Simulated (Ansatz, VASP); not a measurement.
# Two plane-wave programs on Ta

```
CELL_PARAMETERS angstrom
-1.62753 1.62753 1.62753
1.62753 -1.62753 1.62753
1.62753 1.62753 -1.62753
ATOMIC_POSITIONS crystal
Ta 0.00000 0.00000 0.00000
```

Alike in both runs: functional LDA; k mesh 18 × 18 × 18; occupations fermi-dirac, width 0.15 eV; no spin polarisation.

Ansatz relaxed the structure, and its values are those at the end. VASP's run is a single point on that final structure, the one shown.

|  | VASP | Ansatz |
| --- | --- | --- |
| version | VASP 6.6.1 | Ansatz 0.2.0 |
| potentials or method | VASP PAW LDA potentials, release 64 (Ta_pv), cutoff 520 eV | scalar-relativistic, plane waves, PAW |
| valence electrons in the cell | 11 | 13 |

|  | VASP | Ansatz | Ansatz less VASP |
| --- | --- | --- | --- |
| gap on the k mesh at the Fermi level (eV) | none | none | - |
| pressure (GPa) | 0.9 | 0.0 | -0.91 |

Ansatz warns that its potentials were made for another functional, while VASP's fit it. LDA's correlation is that of Perdew and Zunger in VASP and of Perdew and Wang (1992) in Ansatz. A gap of «none» marks a metal or a gap that the smearing closes. VASP's potentials hold 11 valence electrons a cell and Ansatz's 13, so a difference there can come from the potentials and not from the codes.

Neither program's run includes spin-orbit coupling.
